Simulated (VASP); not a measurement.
# InGa3As4 in VASP: a series of runs, part 2 of 2

VASP 6.6.1. The steps go on from the part before.

### Step 4. Single point, PBE

Contents of INCAR:

```
  PREC = Accurate
  ENCUT = 520
  EDIFF = 1E-6
  ISMEAR = 0
  SIGMA = 0.2
  LREAL = F
  LASPH = T
  NELM = 60
  ALGO = Normal
  ISIF = 2
  LWAVE = F
  LCHARG = F
  GGA = PE
  NBANDS = 46
```

Contents of KPOINTS:

```
regular mesh
0
Gamma
  6 6 2
```

Contents of POSCAR:

```
InGa3As4
1.0
    4.1372713677     -0.0009978845      0.0001054966
   -0.0010421975      4.1405410388     -0.0075673457
    0.0003203874     -0.0204741487     11.7489988507
In Ga As
1 3 4
Direct
    0.0003602010     -0.0025964913      0.0000221064
    0.4990957951      0.4996375715      0.2592498266
   -0.0006014662     -0.0001480244      0.5000680510
    0.5011742233      0.5009373446      0.7408383889
    0.4993101442      0.0006434619      0.3796043171
    0.0010696777      0.5009995573      0.6202647794
    0.5006715181      0.0018041314      0.8599818464
   -0.0010800932      0.4987224488      0.1399706842
```

Potentials or basis: VASP PAW PBE potentials, release 64 (In_d, Ga_d, As).

Command:

```
> cat potpaw_PBE.64/In_d/POTCAR potpaw_PBE.64/Ga_d/POTCAR potpaw_PBE.64/As/POTCAR > POTCAR
> mpirun -np 1 vasp_std > vasp.out
```

OUTCAR:

```text
PREC = Accurate
   ENCUT = 520
   EDIFF = 1E-6
   ISMEAR = 0
   LREAL = F
   LASPH = T
   NELM = 60
   ISIF = 2
   GGA = PE

 ion  position               nearest neighbor table
   1  0.000  0.997  0.000-   7 2.64   8 2.64   8 2.64   7 2.64
   2  0.499  0.500  0.259-   8 2.50   8 2.50   5 2.51   5 2.51
   3  0.999  1.000  0.500-   6 2.51   5 2.51   6 2.51   5 2.51
   4  0.501  0.501  0.741-   7 2.50   7 2.50   6 2.51   6 2.51
   5  0.499  0.001  0.380-   3 2.51   2 2.51   3 2.51   2 2.51
   6  0.001  0.501  0.620-   3 2.51   3 2.51   4 2.51   4 2.51
   7  0.501  0.002  0.860-   4 2.50   4 2.50   1 2.64   1 2.64
[... 1393 lines left out ...]
  Total        0.2025140      0.1346605      0.1308648      0.0146125      0.1521956     -0.0091502
  in kB        1.6121115      1.0719640      1.0417487      0.1163229      1.2115526     -0.0728402
  external PRESSURE =       1.2419414 kB  Pullay stress =       0.0000000 kB

 VOLUME and BASIS-vectors are now :
 -----------------------------------------------------------------------------
  energy-cutoff  :      520.00
  volume of cell :      201.27
      direct lattice vectors                 reciprocal lattice vectors
     4.137271368 -0.000997885  0.000105497     0.241705214  0.000060827 -0.000006485
    -0.001042198  4.140541039 -0.007567346     0.000058241  0.241515115  0.000420870
     0.000320387 -0.020474149 11.748998851    -0.000002133  0.000155556  0.085113906

 POSITION                                       TOTAL-FORCE (eV/Angst)
 -----------------------------------------------------------------------------------
      0.00045      4.12979     -0.00729         0.004312      0.012977      0.002916
      2.06446      2.06296      3.04220        -0.006078      0.006949     -0.003428
      4.13390      4.12869      5.86784         0.002832      0.012869     -0.008728
      2.07321      2.05848      8.70037        -0.000908      0.011837     -0.003217
      2.06590     -0.00561      4.46002         0.004091     -0.011554      0.008213
      0.00410      2.06171      7.28370        -0.009247     -0.015067      0.006348
      2.07169     -0.01064     10.10396        -0.008839     -0.017546      0.027627
      4.13233      2.06112      1.64085         0.013837     -0.000465     -0.029731
 -----------------------------------------------------------------------------------
    total drift:                               -0.000053     -0.000059      0.000465

  FREE ENERGIE OF THE ION-ELECTRON SYSTEM (eV)
  ---------------------------------------------------
  free  energy   TOTEN  =       -32.4008223544 eV

  energy  without entropy=      -32.3947401214  energy(sigma->0) =      -32.39778124
```

It took 3.6 min on 1 thread of Intel Xeon 6975P-C (Granite Rapids), shared host; peak memory 0.5 GiB.

What came out:

```
Free energy            : -32.4008 eV
Pressure               : 0.1 GPa
Largest force          : 0.034 eV/Å
Band gap on the k mesh : 0.01 eV
```

Forces in eV/Å, atoms in the order of the input:
```
In   0.004  0.013  0.003
Ga  -0.006  0.007 -0.003
Ga   0.003  0.013 -0.009
Ga  -0.001  0.012 -0.003
As   0.004 -0.012  0.008
As  -0.009 -0.015  0.006
As  -0.009 -0.018  0.028
As   0.014  0.000 -0.030
```

Caveat: the smearing spreads over this small gap; semilocal functionals underestimate gaps, and a narrow one can read as zero; spin-orbit coupling is left out, which moves the levels of the heavy elements.

### Step 5. Single point, PBE

Contents of INCAR:

```
PREC     = Accurate       # precision mode
ENCUT    = 520            # plane-wave cutoff, eV
EDIFF    = 1E-7           # SCF threshold, eV
ISMEAR   = 0              # smearing method
SIGMA    = 0.1            # smearing width, eV
LREAL    = F              # projectors in reciprocal space
LASPH    = T              # aspherical terms in the spheres
NELM     = 80             # most SCF steps
ALGO     = Normal         # electronic algorithm
ISIF     = 2              # what is computed and relaxed
LWAVE    = F              # write WAVECAR
LCHARG   = F              # write CHGCAR
GGA      = PE             # functional
NBANDS   = 46             # bands
```

Contents of KPOINTS:

```
regular mesh
0
Gamma
  10 10 4
```

Contents of POSCAR:

```
InGa3As4
1.0
    4.1340901000      0.0000000000      0.0000000000
    0.0000000000      4.1340901000      0.0000000000
    0.0000000000      0.0000000000     11.7605484000
In Ga As
1 3 4
Direct
    0.0000000000      0.0000000000      0.0000000000
    0.5000000000      0.5000000000      0.2590530000
    0.0000000000      0.0000000000      0.5000000000
    0.5000000000      0.5000000000      0.7409470000
    0.5000000000      0.0000000000      0.3795890000
    0.0000000000      0.5000000000      0.6204110000
    0.5000000000      0.0000000000      0.8602910000
    0.0000000000      0.5000000000      0.1397090000
```

Command:

```
> cat potpaw_PBE.64/In_d/POTCAR potpaw_PBE.64/Ga_d/POTCAR potpaw_PBE.64/As/POTCAR > POTCAR
> mpirun -np 1 vasp_std > vasp.out
```

Wall time 6.8 min (1 thread of Intel Xeon 6975P-C (Granite Rapids), shared host); peak memory 0.64 GiB.

Results (log left out):

```yaml
Free_energy: -32.4308 eV
Pressure: 0.1 GPa
Largest_force: 0.008 eV/Å
Band_gap_on_the_k_mesh: zero (filled and empty bands touch)
```

Forces in eV/Å, atoms in the order of the input:
```
In   0.000  0.000  0.000
Ga   0.000  0.000  0.000
Ga   0.000  0.000  0.000
Ga   0.000  0.000  0.000
As   0.000  0.000  0.001
As   0.000  0.000 -0.001
As   0.000  0.000  0.008
As   0.000  0.000 -0.008
```

Levels at points of the mesh, in eV from the Fermi level:
```csv
k point,band 33,band 34,band 35,band 36,band 37,band 38,band 39,band 40
"(0.00, 0.00, 0.00)",-1.40,-0.20,-0.15,-0.05,-0.05,1.42,1.50,2.00
"(0.50, 0.00, 0.00)",-1.27,-1.13,-1.11,-0.67,0.61,0.80,2.23,2.70
"(0.50, 0.50, 0.00)",-2.58,-2.49,-2.49,-2.40,1.48,1.48,1.57,1.77
"(0.00, 0.00, 0.50)",-0.77,-0.77,-0.48,-0.48,1.39,1.40,1.61,1.86
"(0.50, 0.00, 0.50)",-1.32,-1.31,-1.28,-0.67,1.57,1.65,1.70,2.14
"(0.50, 0.50, 0.50)",-2.82,-2.79,-2.76,-2.76,2.40,2.40,2.48,2.52
```

Caveat: semilocal functionals underestimate gaps, and a narrow one can read as zero; spin-orbit coupling is left out, which moves the levels of the heavy elements.

### Step 6. Summary

| cell | k mesh | smearing | gap on the mesh (eV) | pressure (GPa) | largest force (eV/Å) |
| --- | --- | --- | --- | --- | --- |
| a = 4.134, b = 4.134, c = 11.761 Å, 8 atoms, atomic positions A | 4 × 4 × 2 | gaussian 0.1 eV | none | 0.4 | 0.02 |
| a = 4.134, b = 4.134, c = 11.761 Å, 8 atoms, atomic positions A | 6 × 6 × 2 | gaussian 0.2 eV | none | 0.2 | - |
| a = 4.137, b = 4.141, c = 11.749 Å, angles 90.2, 90.0, 90.0°, 8 atoms, atomic positions B | 6 × 6 × 2 | gaussian 0.2 eV | 0.01 | 0.1 | 0.03 |
| a = 4.134, b = 4.134, c = 11.761 Å, 8 atoms, atomic positions A | 10 × 10 × 4 | gaussian 0.1 eV | none | 0.1 | 0.01 |

Alike in all rows: task single point; level PBE; potentials or basis VASP PAW PBE potentials, release 64 (In_d, Ga_d, As); no spin polarisation; cutoff (eV) 520.

Caveats: some runs use coarse meshes; semilocal functionals underestimate gaps, and a narrow one can read as zero; spin-orbit coupling is left out, which moves the levels of the heavy elements; the smearing spreads over this small gap (at least some runs).

Total energies depend on the potentials used, so only differences within one code and one set of settings carry meaning.
